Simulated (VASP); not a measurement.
# InSb (Fm-3m) in VASP: notebook

The runs below take InSb through single point, with PBE.

Program: VASP 6.6.1. These are calculated values, not measurements. Logs are shortened: lines on timing, memory, paths and dates and some standing lists are left out, and cuts for length are marked.

## 1. The cell of the first run

The structure is cubic, space group Fm-3m (No. 225). Conventional cell: a = 5.894 Å, b = 5.894 Å, c = 5.894 Å, α = 90.00°, β = 90.00°, γ = 90.00°. In (site symmetry m-3m) has 6 Sb at 2.95 Å within 3.9 Å. Within 3.9 Å of Sb (site symmetry m-3m) lie 6 In at 2.95 Å.

## 2. Single point, PBE (volume scaled by 0.88)

INCAR reads:

```
PREC = Accurate ; ENCUT = 520
EDIFF = 1E-7 ; ISMEAR = 0
SIGMA = 0.1 ; LREAL = F
LASPH = T ; NELM = 100
ALGO = Normal ; ISIF = 2
LWAVE = F ; LCHARG = F
GGA = PE ; NBANDS = 16
```

KPOINTS reads:

```
Automatic mesh
0
Gamma
  12 12 12
```

POSCAR reads:

```
InSb
1.0
    0.0000000000      2.9468560898      2.9468560898
    2.9468560898      0.0000000000      2.9468560898
    2.9468560898      2.9468560898      0.0000000000
In Sb
1 1
Direct
    0.0000000000      0.0000000000      0.0000000000
    0.5000000000      0.5000000000      0.5000000000
```

Potentials or basis: VASP PAW PBE potentials, release 64 (In_d, Sb).

Started as:

```sh
> cat potpaw_PBE.64/In_d/POTCAR potpaw_PBE.64/Sb/POTCAR > POTCAR
> mpirun -np 1 vasp_std > vasp.out
```

OUTCAR:

```text
PREC = Accurate
   ENCUT = 520
   EDIFF = 1E-7
   ISMEAR = 0
   LREAL = F
   LASPH = T
   NELM = 100
   ISIF = 2
   GGA = PE

 ion  position               nearest neighbor table
   1  0.000  0.000  0.000-   2 2.95   2 2.95   2 2.95   2 2.95   2 2.95   2 2.95
   2  0.500  0.500  0.500-   1 2.95   1 2.95   1 2.95   1 2.95   1 2.95   1 2.95

  LATTYP: Found a face centered cubic cell.
 ALAT       =     5.8937121796

  Lattice vectors:

 A1 = (   0.0000000000,   2.9468560898,   2.9468560898)
 A2 = (   2.9468560898,   0.0000000000,   2.9468560898)
 A3 = (   2.9468560898,   2.9468560898,   0.0000000000)

Analysis of symmetry for initial positions (statically):
=====================================================================
 Subroutine PRICEL returns:
 Original cell was already a primitive cell.

 Routine SETGRP: Setting up the symmetry group for a
 face centered cubic supercell.

 Subroutine GETGRP returns: Found 48 space group operations
 (whereof 48 operations were pure point group operations)
 out of a pool of 48 trial point group operations.

The static configuration has the point symmetry O_h .

Analysis of symmetry for dynamics (positions and initial velocities):
=====================================================================
 Subroutine PRICEL returns:
 Original cell was already a primitive cell.

 Routine SETGRP: Setting up the symmetry group for a
 face centered cubic supercell.

 Subroutine GETGRP returns: Found 48 space group operations
 (whereof 48 operations were pure point group operations)
 out of a pool of 48 trial point group operations.

The dynamic configuration has the point symmetry O_h .

 Subroutine INISYM returns: Found 48 space group operations
 (whereof 48 operations are pure point group operations),
 and found     1 'primitive' translations

----------------------------------------------------------------------------------------

                                     Primitive cell

  volume of cell :      51.1808

  direct lattice vectors                    reciprocal lattice vectors
     0.000000000  2.946856090  2.946856090    -0.169672351  0.169672351  0.169672351
     2.946856090  0.000000000  2.946856090     0.169672351 -0.169672351  0.169672351
     2.946856090  2.946856090  0.000000000     0.169672351  0.169672351 -0.169672351

  length of vectors
     4.167483849  4.167483849  4.167483849     0.293881132  0.293881132  0.293881132

  position of ions in fractional coordinates (direct lattice)
     0.000000000  0.000000000  0.000000000
[... 73 lines left out ...]
   LNONCOLLINEAR =      F non collinear calculations
   LSORBIT =      F    spin-orbit coupling
   LASPH  =      T    aspherical Exc in radial PAW
   ENCUT  =  520.0 eV  38.22 Ry    6.18 a.u.   7.75  7.75  7.75*2*pi/ulx,y,z
   NELM   =    100;   NELMIN=  2; NELMDL= -5     # of ELM steps
   EDIFF  = 0.1E-06   stopping-criterion for ELM
   LREAL  =      F    real-space projection
   EDIFFG = 0.1E-05   stopping-criterion for IOM
   NSW    =      0    number of steps for IOM
   IBRION =     -1    ionic relax: 0-MD 1-quasi-New 2-CG
   NFREE  =      0    steps in history (QN), initial steepest desc. (CG)
   ISIF   =      2    stress and relaxation
   ISYM   =      2    0-nonsym 1-usesym 2-fastsym
   POTIM  = 0.5000    time-step for ionic-motion
   TEBEG  =    0.0;   TEEND  =   0.0 temperature during run
   PSTRESS=    0.0 pullay stress
   NELECT =      18.0000    total number of electrons
   NUPDOWN=      -1.0000    fix difference up-down
   EMIN   =  10.00;   EMAX   =-10.00  energy-range for DOS
   EFERMI =   0.00;   METHOD = LEGACY
   ISMEAR =     0;   SIGMA  =   0.10  broadening in eV -4-tet -1-fermi 0-gaus
   EFERMI_NEDOS =   21; number of points for ismear=-14 and -15
   IALGO  =     38    algorithm
   IMIX   =      4    mixing-type and parameters
     AMIX     =   0.40;   BMIX     =  1.00
     AMIX_MAG =   1.60;   BMIX_MAG =  1.00
  volume/ion in A,a.u.               =      25.59       172.69
  Fermi-wavevector in a.u.,A,eV,Ry     =   1.155571  2.183713 18.168472  1.335345
  Thomas-Fermi vector in A             =   2.292199
   LORBIT       =      0    0 simple, 1 ext, 2 COOP (PROOUT), +10 PAW based schemes
   GGA     = PE    functional components
   LHFCALC =     F    Hartree Fock is set to
   AEXX    =    0.0000 exact exchange contribution
   IVDW    =     0    specifies the selected vdW correction
   LEPSILON=     F    determine dielectric tensor
   LRPA    =     F    only Hartree local field effects (RPA)
 non-spin polarized calculation
 Gauss-broadening in eV      SIGMA  =   0.10
  energy-cutoff  :      520.00
  volume of cell :       51.18
 maximum number of plane-waves:      1411
   NGX = 15   NGY = 15   NGZ = 15

 number of electron      18.0000008 magnetization

 Free energy of the ion-electron system (eV)
  ---------------------------------------------------
  ext. energy  EPLUGINS =         0.00000000
  ---------------------------------------------------
  free energy    TOTEN  =        -6.50680644 eV

  energy without entropy =       -6.49851921  energy(sigma->0) =       -6.50266283

 E-fermi :   8.1072     XC(G=0): -10.2831

 val. band max:        8.1061932665   @ k =   0.3333   0.0833   0.0000
 cond. band min:       8.1161255577   @ k =  -0.2500   0.2500   0.0000
 fundamental gap:      0.0099322911
 Fermi energy:         8.1072488617

 k-point     1 :       0.0000    0.0000    0.0000
  band No.  band energies     occupation
      1      -6.4612      2.00000
      2      -6.4612      2.00000
      3      -6.4233      2.00000
      4      -6.4233      2.00000
      5      -6.4233      2.00000
      6      -3.6522      2.00000
[... 433 lines left out ...]
      3      -6.4210      2.00000
      4      -6.3908      2.00000
      5      -6.3790      2.00000
      6      -1.2246      2.00000
[... 8 lines left out ...]
     15      17.7079      0.00000
     16      17.8251      0.00000

 [... further k-points ...]
[... 5 lines left out ...]
  --------------------------------------------------------------------------------------
  -------------------------------------------------------------------------------------
  Total        2.6437036      2.6437036      2.6437036      0.0000000      0.0000000     -0.0000000
  in kB       82.7592538     82.7592538     82.7592538      0.0000000      0.0000000     -0.0000000
  external PRESSURE =      82.7592538 kB  Pullay stress =       0.0000000 kB

 VOLUME and BASIS-vectors are now :
 -----------------------------------------------------------------------------
  energy-cutoff  :      520.00
  volume of cell :       51.18
      direct lattice vectors                 reciprocal lattice vectors
     0.000000000  2.946856090  2.946856090    -0.169672351  0.169672351  0.169672351
     2.946856090  0.000000000  2.946856090     0.169672351 -0.169672351  0.169672351
     2.946856090  2.946856090  0.000000000     0.169672351  0.169672351 -0.169672351

 POSITION                                       TOTAL-FORCE (eV/Angst)
 -----------------------------------------------------------------------------------
      0.00000      0.00000      0.00000        -0.000000     -0.000000      0.000000
      2.94686      2.94686      2.94686         0.000000      0.000000     -0.000000
 -----------------------------------------------------------------------------------
    total drift:                                0.000000     -0.000000     -0.000000

  FREE ENERGIE OF THE ION-ELECTRON SYSTEM (eV)
  ---------------------------------------------------
  free  energy   TOTEN  =        -6.5068064438 eV

  energy  without entropy=       -6.4985192108  energy(sigma->0) =       -6.50266283
```

Run time: 23 s. Hardware: 1 thread of Intel Xeon 6975P-C, shared host; peak memory 0.21 GiB.

Results:

```yaml
Free_energy: -6.5068 eV
Pressure: 8.3 GPa
Band_gap_on_the_k_mesh: zero (band 9 reaches 8.83 eV, above the bottom of band 10 at 5.64 eV)
```

Levels at points of the mesh, in eV from the Fermi level:
| k point | band 7 | band 8 | band 9 | band 10 | band 11 | band 12 |
| --- | --- | --- | --- | --- | --- | --- |
| (0.00, 0.00, 0.00) | -0.05 | -0.05 | -0.05 | 0.49 | 6.27 | 6.27 |
| (0.50, 0.00, 0.00) | -7.00 | 0.43 | 0.43 | 2.37 | 2.49 | 2.49 |
| (0.50, 0.50, 0.00) | -5.10 | -3.22 | -2.46 | -2.46 | 3.05 | 9.14 |

Caveat: spin-orbit coupling is left out, which moves the levels of the heavy elements.

## 3. Single point, PBE (volume scaled by 0.91)

INCAR reads:

```
SYSTEM = InSb
PREC = Accurate
ENCUT = 520
EDIFF = 1E-6
ISMEAR = 0
SIGMA = 0.1
LREAL = .FALSE.
LASPH = .TRUE.
NELM = 80
ALGO = Normal
ISIF = 2
LWAVE = .FALSE.
LCHARG = .TRUE.
GGA = PE
LELF = .TRUE.
LVHAR = .TRUE.
NBANDS = 16
```

KPOINTS reads:

```
regular mesh
0
G
  12 12 12
  0 0 0
```

POSCAR reads:

```
InSb
1.0
    0.0000000000      2.9799696040      2.9799696040
    2.9799696040      0.0000000000      2.9799696040
    2.9799696040      2.9799696040      0.0000000000
In Sb
1 1
Direct
    0.0000000000      0.0000000000      0.0000000000
    0.5000000000      0.5000000000      0.5000000000
```

Potentials or basis: VASP PAW PBE potentials, release 64 (In_d, Sb).

Started as:

```sh
> cat potpaw_PBE.64/In_d/POTCAR potpaw_PBE.64/Sb/POTCAR > POTCAR
> mpirun -np 1 vasp_std > vasp.out
```

Run time: 25 s. Hardware: 1 thread of Intel Xeon 6975P-C, shared host; peak memory 0.22 GiB.

The run converged. Its results:

| Quantity | Value |
| --- | --- |
| Free energy | -6.5823 eV |
| Pressure | 5.6 GPa |
| Band gap on the k mesh | zero (band 9 reaches 8.36 eV, above the bottom of band 10 at 5.32 eV) |

Levels at points of the mesh, in eV from the Fermi level:
```csv
k point,band 7,band 8,band 9,band 10,band 11,band 12
"(0.00, 0.00, 0.00)",-0.04,-0.04,-0.04,0.22,6.25,6.25
"(0.50, 0.00, 0.00)",-6.81,0.41,0.41,2.33,2.49,2.49
"(0.50, 0.50, 0.00)",-4.88,-3.25,-2.35,-2.35,3.11,8.89
```

Caveat: spin-orbit coupling is left out, which moves the levels of the heavy elements.

## 4. Single point, PBE (volume scaled by 0.94)

INCAR reads:

```
SYSTEM = InSb
ALGO = Normal
EDIFF = 1E-7
ENCUT = 520
GGA = PE
ISIF = 2
ISMEAR = 0
LASPH = .TRUE.
LCHARG = .TRUE.
LELF = .TRUE.
LREAL = .FALSE.
LVHAR = .TRUE.
LWAVE = .FALSE.
NBANDS = 16
NELM = 80
PREC = Accurate
SIGMA = 0.1
```

KPOINTS reads:

```
k-points
0
G
  12 12 12
  0 0 0
```

POSCAR reads:

```
InSb
1.0
    0.0000000000      3.0123631158      3.0123631158
    3.0123631158      0.0000000000      3.0123631158
    3.0123631158      3.0123631158      0.0000000000
In Sb
1 1
Direct
    0.0000000000      0.0000000000      0.0000000000
    0.5000000000      0.5000000000      0.5000000000
```

Started as:

```sh
> cat potpaw_PBE.64/In_d/POTCAR potpaw_PBE.64/Sb/POTCAR > POTCAR
> mpirun -np 1 vasp_std > vasp.out
```

Wall time 24 s (1 thread of Intel Xeon 6975P-C, shared host); peak memory 0.22 GiB.

Results (log left out):

| Item | Value |
| --- | --- |
| Free energy | -6.6311 eV |
| Pressure | 3.4 GPa |
| Band gap on the k mesh | zero (band 9 reaches 7.93 eV, above the bottom of band 10 at 5.02 eV) |

Levels at points of the mesh, in eV from the Fermi level:
```
           k point  band 5  band 6  band 7  band 8  band 9  band 10  band 11  band 12  band 13  band 14
(0.00, 0.00, 0.00)  -14.42  -11.27   -0.04   -0.03   -0.03    -0.03     6.23     6.23     6.23     6.27
(0.50, 0.00, 0.00)  -14.39   -9.31   -6.63    0.39    0.39     2.29     2.50     2.50     3.50    10.35
(0.50, 0.50, 0.00)  -14.37   -8.51   -4.69   -3.27   -2.24    -2.24     3.17     8.65     8.65    10.62
```

Caveat: spin-orbit coupling is left out, which moves the levels of the heavy elements.

## 5. Single point, PBE (volume scaled by 0.97)

INCAR reads:

```
SYSTEM = InSb
PREC = Accurate
ENCUT = 520
EDIFF = 1E-7
ISMEAR = 0
SIGMA = 0.1
LREAL = .FALSE.
LASPH = .TRUE.
NELM = 100
ALGO = Normal
ISIF = 2
LWAVE = .FALSE.
LCHARG = .FALSE.
GGA = PE
NBANDS = 16
```

KPOINTS reads:

```
Automatic mesh
0
G
  12 12 12
  0 0 0
```

POSCAR reads:

```
InSb
1.0
    0.0000000000      3.0440745316      3.0440745316
    3.0440745316      0.0000000000      3.0440745316
    3.0440745316      3.0440745316      0.0000000000
In Sb
1 1
Direct
    0.0000000000      0.0000000000      0.0000000000
    0.5000000000      0.5000000000      0.5000000000
```

Started as:

```sh
> cat potpaw_PBE.64/In_d/POTCAR potpaw_PBE.64/Sb/POTCAR > POTCAR
> mpirun -np 1 vasp_std > vasp.out
```

Wall time 31 s (1 thread of Intel Xeon 6975P-C, shared host); peak memory 0.22 GiB.

It converged, with:

| Quantity | Value |
| --- | --- |
| Free energy | -6.6579 eV |
| Pressure | 1.5 GPa |
| Band gap on the k mesh | zero (band 9 reaches 7.52 eV, above the bottom of band 10 at 4.74 eV) |

Levels at points of the mesh, in eV from the Fermi level:
```
           k point  band 7  band 8  band 9  band 10  band 11  band 12
(0.00, 0.00, 0.00)   -0.28   -0.02   -0.02    -0.02     6.15     6.15
(0.50, 0.00, 0.00)   -6.47    0.38    0.38     2.25     2.50     2.50
(0.50, 0.50, 0.00)   -4.50   -3.29   -2.14    -2.14     3.23     8.42
```

Caveat: spin-orbit coupling is left out, which moves the levels of the heavy elements.

[end of part 1 of 2]
